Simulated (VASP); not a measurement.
A run of VASP 6.6.1 is set up as follows.

The input POSCAR:

```
InPd
1.0
    3.2709084458      0.0000000000      0.0000000000
    0.0000000000      3.2709084458      0.0000000000
    0.0000000000      0.0000000000      3.2709084458
In Pd
1 1
Direct
    0.0000000000      0.0000000000      0.0000000000
    0.5000000000      0.5000000000      0.5000000000
```

INCAR.step1

```
ALGO = Normal ; EDIFF = 1E-5
ENCUT = 520 ; GGA = PE
ISIF = 2 ; ISMEAR = -1
LASPH = True ; LCHARG = False
LREAL = False ; LWAVE = True
NBANDS = 18 ; NELM = 80
PREC = Accurate ; SIGMA = 0.05
```

The input INCAR.step2:

```
AEXX = 0.25 ; ALGO = Normal
EDIFF = 1E-7 ; ENCUT = 520
GGA = PE ; HFSCREEN = 0.3
ISIF = 2 ; ISMEAR = -1
ISTART = 1 ; LASPH = True
LCHARG = False ; LHFCALC = True
LREAL = False ; LWAVE = False
NBANDS = 18 ; NELM = 80
PREC = Accurate ; PRECFOCK = Normal
SIGMA = 0.05
```

File KPOINTS:

```
k-points
0
Gamma
  4 4 4
```

Potentials or basis: VASP PAW PBE potentials, release 64 (In_d, Pd).

Command:

```console
$ cat potpaw_PBE.64/In_d/POTCAR potpaw_PBE.64/Pd/POTCAR > POTCAR
$ cp INCAR.step1 INCAR
$ mpirun -np 1 vasp_std > vasp.out
$ cp INCAR.step2 INCAR
$ mpirun -np 1 vasp_std > vasp.out
```

(1) Estimate the pressure.

Results:

(1) 0.3 GPa.

Caveat: the k points lie up to 0.48 Å⁻¹ apart; the PAW data sets were made with another functional, which shifts forces and pressure a little.
